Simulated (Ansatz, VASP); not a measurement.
## Ir in VASP and in Ansatz

```
CELL_PARAMETERS angstrom
0.00000 1.91970 1.76612
1.91970 0.00000 1.76612
1.91970 1.91970 0.00000
ATOMIC_POSITIONS crystal
Ir 0.00000 0.00000 0.00000
```

Change from the starting cell: strain +0.000 along x and y, -0.080 along z, atoms carried along.

Alike in both runs: task single point; functional PBEsol; k mesh 22 × 22 × 22; occupations gaussian, width 0.15 eV; no spin polarisation.

|  | VASP | Ansatz |
| --- | --- | --- |
| version | VASP 6.6.1 | Ansatz 0.2.0 |
| potentials or method | VASP PAW PBE potentials, release 64 (Ir), cutoff 520 eV | scalar-relativistic, plane waves, PAW |
| valence electrons in the cell | 9 | 17 |

VASP gave:

- gap on the k mesh at the Fermi level (eV): none
- pressure (GPa): 39.2
- traceless stress, the component that is largest in VASP (GPa): 24.30

Task: What did Ansatz give for the same quantities?

Result: gap on the k mesh at the Fermi level (eV): none; pressure (GPa): 37.5; traceless stress, the component that is largest in VASP (GPa): 24.30.

VASP's potentials were made for PBE, not for PBEsol. A gap of «none» marks a metal or a gap that the smearing closes. Both programs put the cell under a high pressure, so it lies far from rest at this level. VASP's potentials hold 9 valence electrons a cell and Ansatz's 17, so a difference there can come from the potentials and not from the codes.

Spin-orbit coupling is off throughout.
